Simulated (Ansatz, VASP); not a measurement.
# Two plane-wave programs on TiO2

The input POSCAR:

```
TiO2
1.0
   -1.8921000000      1.8921000000      4.7573000000
    1.8921000000     -1.8921000000      4.7573000000
    1.8921000000      1.8921000000     -4.7573000000
Ti O
2 4
Direct
    0.0000000000      0.0000000000      0.0000000000
    0.7500000000      0.2500000000      0.5000000000
    0.2081000000      0.2081000000      0.0000000000
    0.9581000000      0.4581000000      0.5000000000
    0.5419000000      0.0419000000      0.5000000000
    0.7919000000      0.7919000000      0.0000000000
```

Contents of INCAR.step1:

```
SYSTEM = TiO2
ALGO = Normal
EDIFF = 1E-4
ENCUT = 520
GGA = PE
ISMEAR = 0
LASPH = .True.
LCHARG = .False.
LREAL = .False.
LWAVE = .True.
NELM = 60
PREC = Accurate
SIGMA = 0.01
```

The input INCAR.step2:

```
SYSTEM = TiO2
ALGO = Normal
EDIFF = 1E-6
EDIFFG = -0.002
ENCUT = 520
IBRION = 2
ISIF = 2
ISMEAR = 0
ISTART = 1
LASPH = .True.
LCHARG = .False.
LMIXTAU = .True.
LREAL = .False.
LWAVE = .False.
METAGGA = R2SCAN
NELM = 60
NSW = 80
PREC = Accurate
SIGMA = 0.01
```

The input KPOINTS:

```
k-points
0
Gamma
  6 6 6
  0 0 0
```

Input for Ansatz:

```yaml
crystal:
  lattice:
    - [-1.8921, 1.8921, 4.7573]
    - [1.8921, -1.8921, 4.7573]
    - [1.8921, 1.8921, -4.7573]
  atoms:
    - { symbol: Ti, position: [0.0, 0.0, 0.0] }
    - { symbol: Ti, position: [0.75, 0.25, 0.5] }
    - { symbol: O, position: [0.2081, 0.2081, 0.0] }
    - { symbol: O, position: [0.9581, 0.4581, 0.5] }
    - { symbol: O, position: [0.5419, 0.0419, 0.5] }
    - { symbol: O, position: [0.7919, 0.7919, 0.0] }
scf:
  occupations: { method: fixed }
output:
  forces: true
  stress: true
  eigenvalues: true
hamiltonian:
  xc: r2scan
kpoints:
  mp_grid: { grid: [6, 6, 6] }
relax:
  f_tol: 0.002
```

Alike in both runs: task relaxation of the atoms; functional r2SCAN; k mesh 6 × 6 × 6; no spin polarisation.

|  | VASP | Ansatz |
| --- | --- | --- |
| version | VASP 6.6.1 | Ansatz 0.2.0 |
| potentials or method | VASP PAW PBE potentials, release 64 (Ti_sv, O) | scalar-relativistic, plane waves, PAW |
| plane-wave cutoff (eV) | 520 | 500 |
| occupations | gaussian, width 0.01 eV | fixed |
| valence electrons in the cell | 48 | 48 |

```csv
,VASP,Ansatz,Ansatz less VASP
"gap on the k mesh at the Fermi level, each at its own relaxed structure (eV)",2.56,2.55,-0.014
```

VASP's potentials were made for PBE, not for r2SCAN. Ansatz's warnings: stress scf threshold loose.
